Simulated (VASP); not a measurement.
# SnO in VASP: notebook, part 2 of 2

VASP 6.6.1. The steps go on from the part before.

### Step 3. Single point, PBEsol (uniaxial strain along a: +2.0 %)

INCAR

```
  PREC = Accurate
  ENCUT = 520
  EDIFF = 1E-7
  ISMEAR = 0
  SIGMA = 0.1
  LREAL = F
  LASPH = T
  NELM = 100
  ALGO = Normal
  ISIF = 2
  LWAVE = F
  LCHARG = F
  GGA = PS
  NBANDS = 28
```

KPOINTS

```
regular mesh
0
Gamma
  14 14 12
```

POSCAR

```
SnO
1.0
    3.8813998622      0.0000000000      0.0000000000
    0.0000000000      3.7862675126      0.0000000000
    0.0000000000      0.0000000000      4.7296644307
Sn O
2 2
Direct
    0.0000000000      0.5000000000      0.2423994222
    0.5000000000      0.0000000000      0.7576005778
    0.5000000000      0.5000000000      0.0000000000
    0.0000000000      0.0000000000      0.0000000000
```

Potentials or basis: VASP PAW PBE potentials, release 64 (Sn_d, O).

Started as:

```bash
$ cat potpaw_PBE.64/Sn_d/POTCAR potpaw_PBE.64/O/POTCAR > POTCAR
$ mpirun -np 1 vasp_std > vasp.out
```

Wall time 22 min (1 thread of Intel Xeon 8259CL, shared host); peak memory 0.73 GiB.

Results (log left out):

```
Free energy            : -24.2074 eV
Pressure               : -0.8 GPa
Largest force          : 0.158 eV/Å
Band gap on the k mesh : zero (filled and empty bands overlap)
```

Forces in eV/Å, atoms in the order of the input:
```
Sn   0.000  0.000  0.017
Sn   0.000  0.000 -0.017
O    0.000  0.000  0.158
O    0.000  0.000 -0.158
```

Stress tensor (GPa, compression positive):
```
-2.03  0.00  0.00
 0.00 -0.36  0.00
 0.00  0.00 -0.07
```

Levels at points of the mesh, in eV from the Fermi level:
| k point | band 17 | band 18 | band 19 | band 20 | band 21 | band 22 | band 23 | band 24 |
| --- | --- | --- | --- | --- | --- | --- | --- | --- |
| (0.00, 0.00, 0.00) | -3.45 | -3.27 | -3.12 | -0.11 | 2.03 | 4.30 | 4.52 | 4.70 |
| (0.50, 0.00, 0.00) | -4.87 | -4.87 | -2.75 | -2.75 | 3.20 | 3.20 | 5.91 | 5.91 |
| (0.00, 0.50, 0.00) | -4.86 | -4.86 | -2.70 | -2.70 | 3.25 | 3.25 | 5.59 | 5.59 |
| (0.50, 0.50, 0.00) | -2.53 | -2.53 | -1.88 | -1.88 | -0.08 | -0.08 | 4.44 | 4.44 |
| (0.00, 0.00, 0.50) | -3.29 | -3.14 | -3.02 | -2.11 | 1.48 | 2.50 | 2.97 | 3.43 |
| (0.50, 0.00, 0.50) | -4.82 | -4.82 | -1.70 | -1.70 | 2.56 | 2.56 | 5.38 | 5.38 |
| (0.00, 0.50, 0.50) | -4.81 | -4.81 | -1.73 | -1.73 | 2.69 | 2.69 | 5.05 | 5.05 |
| (0.50, 0.50, 0.50) | -2.80 | -2.80 | -2.53 | -2.53 | 2.31 | 2.31 | 4.14 | 4.14 |

Caveat: the cell differs from its parent crystal (uniaxial strain along a: +2.0 %); semilocal functionals underestimate gaps, so a narrow gap can read as zero; the PAW data sets were made with another functional, which shifts forces and pressure a little; spin-orbit coupling is left out, which moves the levels of the heavy elements.

### Step 4. Single point, PBEsol (biaxial strain in the a-b plane: +2.0 %, then relaxed in part)

INCAR

```
PREC = Accurate ; ENCUT = 520
EDIFF = 1E-6 ; ISMEAR = 0
SIGMA = 0.1 ; LREAL = F
LASPH = T ; NELM = 80
ALGO = Normal ; ISIF = 2
LWAVE = F ; LCHARG = T
GGA = PS ; LELF = T
LVHAR = T ; NBANDS = 28
```

KPOINTS is that of step 3.

POSCAR

```
SnO
1.0
    3.8813998504      0.0000000000      0.0000000000
    0.0000000000      3.8813998504      0.0000000000
    0.0000000000      0.0000000000      4.6811866458
Sn O
2 2
Direct
    0.0000000000      0.5000000000      0.2402780493
    0.5000000000      0.0000000000      0.7597219507
    0.5000000000      0.5000000000      0.0000000000
    0.0000000000      0.0000000000      0.0000000000
```

Started as:

```bash
$ cat potpaw_PBE.64/Sn_d/POTCAR potpaw_PBE.64/O/POTCAR > POTCAR
$ mpirun -np 1 vasp_std > vasp.out
```

Wall time 5.9 min (1 thread of Intel Xeon Platinum 8488C (Sapphire Rapids), shared host); peak memory 0.47 GiB.

It converged, with:

```yaml
Free_energy: -24.1885 eV
Pressure: -1.9 GPa
Largest_force: 0.081 eV/Å
Band_gap_on_the_k_mesh: 0.22 eV (least direct gap 1.80 eV)
```

Forces on the atoms (eV/Å):
```
Sn   0.000  0.000  0.081
Sn   0.000  0.000 -0.081
O    0.000  0.000  0.000
O    0.000  0.000  0.000
```

Stress tensor (GPa, compression positive):
```
-3.01  0.00  0.00
 0.00 -3.01  0.00
 0.00  0.00  0.20
```

Levels at points of the mesh, in eV from the valence-band top:
```tsv
k point	band 18	band 19	band 20	band 21	band 22	band 23
(0.00, 0.00, 0.00)	-3.02	-3.02	-0.05	2.10	4.70	4.70
(0.50, 0.00, 0.00)	-4.61	-2.38	-2.38	3.45	3.45	5.90
(0.50, 0.50, 0.00)	-2.35	-1.58	-1.58	0.22	0.22	4.78
(0.00, 0.00, 0.50)	-3.04	-2.87	-1.68	1.48	2.94	2.94
(0.50, 0.00, 0.50)	-4.59	-1.41	-1.41	2.85	2.85	5.34
(0.50, 0.50, 0.50)	-2.54	-2.35	-2.35	2.64	2.64	4.38
```

Caveat: the cell differs from its parent crystal (biaxial strain in the a-b plane: +2.0 %, then relaxed in part); the PAW data sets were made with another functional, which shifts forces and pressure a little; spin-orbit coupling is left out, which moves the levels of the heavy elements. A k mesh can miss the band edges.

### Step 5. Single point, PBEsol

This run uses another cell than the first one, of 17.63 Å³/atom.

INCAR

```
SYSTEM = SnO
ALGO = Normal ; EDIFF = 1E-6
ENCUT = 520 ; GGA = PS
ISIF = 2 ; ISMEAR = 0
LASPH = .True. ; LCHARG = .False.
LREAL = .False. ; LWAVE = .False.
NBANDS = 28 ; NELM = 80
PREC = Accurate ; SIGMA = 0.1
```

KPOINTS

```
k-points
0
Gamma
  14 14 12
  0 0 0
```

POSCAR is that of step 4.

Started as:

```bash
$ cat potpaw_PBE.64/Sn_d/POTCAR potpaw_PBE.64/O/POTCAR > POTCAR
$ mpirun -np 1 vasp_std > vasp.out
```

Wall time 5.8 min (1 thread of Intel Xeon Platinum 8488C (Sapphire Rapids), shared host); peak memory 0.47 GiB.

Results (log left out):

* Free energy: -24.1885 eV
* Pressure: -1.9 GPa
* Largest force: 0.081 eV/Å
* Band gap on the k mesh: 0.22 eV (least direct gap 1.80 eV)

Forces in eV/Å, atoms in the order of the input:
```
Sn   0.000  0.000  0.081
Sn   0.000  0.000 -0.081
O    0.000  0.000  0.000
O    0.000  0.000  0.000
```

Stress tensor (GPa, compression positive):
```
-3.01  0.00  0.00
 0.00 -3.01  0.00
 0.00  0.00  0.20
```

Levels at points of the mesh, in eV from the valence-band top:
```
           k point  band 18  band 19  band 20  band 21  band 22  band 23
(0.00, 0.00, 0.00)    -3.02    -3.02    -0.05     2.10     4.70     4.70
(0.50, 0.00, 0.00)    -4.61    -2.38    -2.38     3.45     3.45     5.90
(0.50, 0.50, 0.00)    -2.35    -1.58    -1.58     0.22     0.22     4.78
(0.00, 0.00, 0.50)    -3.04    -2.87    -1.68     1.48     2.94     2.94
(0.50, 0.00, 0.50)    -4.59    -1.41    -1.41     2.85     2.85     5.34
(0.50, 0.50, 0.50)    -2.54    -2.35    -2.35     2.64     2.64     4.38
```

Caveat: the PAW data sets were made with another functional, which shifts forces and pressure a little; spin-orbit coupling is left out, which moves the levels of the heavy elements. A k mesh can miss the band edges.

### Step 6. Single point, PBEsol

This run uses another cell than the first one, of 17.21 Å³/atom.

INCAR

```
PREC = Accurate
ENCUT = 520
EDIFF = 1E-7
ISMEAR = 0
SIGMA = 0.1
LREAL = F
LASPH = T
NELM = 80
ALGO = Normal
ISIF = 2
LWAVE = F
LCHARG = F
GGA = PS
NBANDS = 28
```

KPOINTS

```
Automatic mesh
0
Gamma
  14 14 12
```

POSCAR

```
SnO
1.0
    3.8052939757      0.0000000000      0.0000000000
    0.0000000000      3.8052939757      0.0000000000
    0.0000000000      0.0000000000      4.7534316395
Sn O
2 2
Direct
    0.0000000000      0.5000000000      0.2423994218
    0.5000000000      0.0000000000      0.7576005782
    0.5000000000      0.5000000000      0.0000000000
    0.0000000000      0.0000000000      0.0000000000
```

Potentials or basis: VASP PAW PBE potentials, release 64 (Sn_d, O).

Started as:

```bash
$ cat potpaw_PBE.64/Sn_d/POTCAR potpaw_PBE.64/O/POTCAR > POTCAR
$ mpirun -np 1 vasp_std > vasp.out
```

It took 5.5 min on 1 thread of Intel Xeon Platinum 8259CL at 2.50GHz (Skylake/Cascade Lake), shared host; peak memory 0.47 GiB.

It converged, with:

```yaml
Free_energy: -24.2146 eV
Pressure: 0.2 GPa
Largest_force: 0.086 eV/Å
Band_gap_on_the_k_mesh: zero (bands 20 and 21 overlap by 0.10 eV)
```

Forces on the atoms (eV/Å):
```
Sn   0.000  0.000  0.086
Sn   0.000  0.000 -0.086
O    0.000  0.000  0.000
O    0.000  0.000  0.000
```

Levels at points of the mesh, in eV from the Fermi level:
```tsv
k point	band 18	band 19	band 20	band 21	band 22	band 23
(0.00, 0.00, 0.00)	-3.25	-3.25	-0.07	2.06	4.45	4.50
(0.50, 0.00, 0.00)	-4.96	-2.84	-2.84	3.19	3.19	5.79
(0.50, 0.50, 0.00)	-2.58	-1.95	-1.95	-0.15	-0.15	4.35
(0.00, 0.00, 0.50)	-3.27	-3.06	-2.26	1.53	2.72	2.72
(0.50, 0.00, 0.50)	-4.91	-1.80	-1.80	2.58	2.58	5.24
(0.50, 0.50, 0.50)	-2.85	-2.58	-2.58	2.22	2.22	4.09
```

Caveat: semilocal functionals underestimate gaps, so a narrow gap can read as zero; the PAW data sets were made with another functional, which shifts forces and pressure a little; spin-orbit coupling is left out, which moves the levels of the heavy elements.

### Step 7. The runs side by side

| cell | gap on the mesh (eV) | pressure (GPa) | largest force (eV/Å) |
| --- | --- | --- | --- |
| a = 3.729, b = 3.729, c = 4.796 Å, 4 atoms, atomic positions A | none | 2.7 | 0.09 |
| a = 3.881, b = 3.786, c = 4.730 Å, 4 atoms, atomic positions B | none | -0.8 | 0.16 |
| a = 3.881, b = 3.881, c = 4.681 Å, 4 atoms, atomic positions B | 0.22 | -1.9 | 0.08 |
| a = 3.805, b = 3.805, c = 4.753 Å, 4 atoms, atomic positions B | none | 0.2 | 0.09 |

Alike in all rows: task single point; level PBEsol; potentials or basis VASP PAW PBE potentials, release 64 (Sn_d, O); no spin polarisation; k mesh 14 × 14 × 12; cutoff (eV) 520; smearing gaussian 0.1 eV.

Caveats: the PAW data sets were made with another functional, which shifts forces and pressure a little; spin-orbit coupling is left out, which moves the levels of the heavy elements; semilocal functionals underestimate gaps, so a narrow gap can read as zero (at least some runs).

Total energies depend on the potentials used, so only differences within one code and one set of settings carry meaning.
